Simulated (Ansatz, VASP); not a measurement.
Two plane-wave programs on Ge2F

```
CELL_PARAMETERS angstrom
4.32842 0.00000 0.00000
-2.16421 3.74853 0.00000
0.00000 0.00000 3.04122
ATOMIC_POSITIONS crystal
Ge 0.33333 0.66667 0.50000
Ge 0.66667 0.33333 0.50000
F 0.00000 0.00000 0.00000
```

Change from the starting cell: species swapped into the HfB2 type (P6/mmm, No. 191).

Alike in both runs: functional PBE; k mesh 6 × 6 × 4; occupations gaussian, width 0.1 eV; no spin polarisation.

Ansatz relaxed the structure, and its values are those at the end. VASP's run is a single point on that final structure, the one shown.

|  | VASP | Ansatz |
| --- | --- | --- |
| version | VASP 6.6.1 | Ansatz 0.2.0 |
| potentials or method | VASP PAW PBE potentials, release 64 (Ge_d, F), cutoff 520 eV | scalar-relativistic, plane waves, PAW |
| valence electrons in the cell | 35 | 35 |

|  | VASP | Ansatz | Ansatz less VASP |
| --- | --- | --- | --- |
| gap on the k mesh at the Fermi level (eV) | none | none | - |
| pressure (GPa) | -0.3 | 0.0 | +0.32 |

A gap of «none» marks a metal or a gap that the smearing closes.

The k mesh is coarse, so the values compare programs but aren't converged.
